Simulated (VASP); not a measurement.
A run of VASP 6.6.1 is set up as follows.

File INCAR:

```
ALGO     = Normal         # electronic algorithm
EDIFF    = 1E-8           # SCF threshold, eV
ENCUT    = 520            # plane-wave cutoff, eV
GGA      = PS             # functional
IBRION   = 8              # ionic algorithm
ISIF     = 2              # what is computed and relaxed
ISMEAR   = 0              # smearing method
LASPH    = T              # aspherical terms in the spheres
LCHARG   = T              # write CHGCAR
LREAL    = F              # projectors in reciprocal space
LWAVE    = F              # write WAVECAR
NBANDS   = 15             # bands
NELM     = 60             # most SCF steps
NSW      = 1              # ionic steps
PREC     = Accurate       # precision mode
SIGMA    = 0.01           # smearing width, eV
```

The input KPOINTS:

```
k-points
0
Gamma
  8 8 8
```

File POSCAR:

```
CaO
1.0
    2.3835762605      2.3835762605      0.0000000000
   -2.3835762605      2.3835762605      0.0000000000
    0.0000000000      2.3835762605      2.3835762605
Ca O
1 1
Direct
    0.0000000000      0.0000000000      0.0000000000
    0.5000000000      0.5000000000      0.0000000000
```

Potentials or basis: VASP PAW PBE potentials, release 64 (Ca_sv, O).

The run is started by

```sh
$ cat potpaw_PBE.64/Ca_sv/POTCAR potpaw_PBE.64/O/POTCAR > POTCAR
$ mpirun -np 1 vasp_std > vasp.out
```

(1) Estimate the highest phonon frequency at Γ, LO-TO splitting left out.

Results:

(1) 279 cm⁻¹.
